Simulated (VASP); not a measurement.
ZnInGaO4, 7 atoms in the cell. The structure is trigonal, space group R3m (No. 160). The conventional cell has a = 3.285 Å, b = 3.285 Å, c = 25.525 Å, α = 90.00°, β = 90.00°, γ = 120.00°. Within 2.6 Å of Zn (site symmetry 3m) lie 5 O at 1.95 to 2.49 Å. In (site symmetry 3m) has 6 O at 2.17 to 2.18 Å within 2.9 Å. Within 2.5 Å of Ga (site symmetry 3m) lie 5 O at 1.90 to 1.96 Å. Within 2.6 Å of O (site symmetry 3m) lie 1 Zn at 1.95 Å and 3 In at 2.17 Å. O (site symmetry 3m) has 1 Ga at 1.94 Å and 3 In at 2.18 Å within 2.6 Å. O (site symmetry 3m) has 3 Ga at 1.90 Å and 1 Zn at 2.49 Å within 2.5 Å. O (site symmetry 3m) has 1 Ga at 1.96 Å and 3 Zn at 1.97 Å within 2.6 Å. 

| Quantity | Value |
| --- | --- |
| Program | VASP 6.6.1 |
| Task | relaxation of cell and atoms |
| Functional | LDA |
| Potentials or basis | VASP PAW LDA potentials, release 64 (Zn, In_d, Ga_d, O) |
| Cutoff | 600 eV |
| k mesh | 9 × 9 × 9 |
| Occupations | gaussian, width 0.03 eV |
| Spin | no spin polarisation |
| Further INCAR settings | ALGO = Normal; EDIFF = 1e-07; IBRION = 2; EDIFFG = -0.005; NSW = 90; ISIF = 3 |

Potentials or basis: VASP PAW LDA potentials, release 64 (Zn, In_d, Ga_d, O).

The run is started by

```console
$ cat potpaw_LDA.64/Zn/POTCAR potpaw_LDA.64/In_d/POTCAR potpaw_LDA.64/Ga_d/POTCAR potpaw_LDA.64/O/POTCAR > POTCAR
$ mpirun -np 2 vasp_std > vasp.out
```

Hardware: 2 MPI ranks on Intel(R) Xeon(R) Platinum 8375C CPU @ 2.90GHz (Ice Lake), on a shared host.

How long does it take, and how much memory?

Wall time 28 min on 2 MPI ranks on Intel(R) Xeon(R) Platinum 8375C CPU @ 2.90GHz (Ice Lake), with other jobs on the host, peak memory 0.75 GiB a rank. Counts: scf iterations 22, k points 85, ion steps 2.
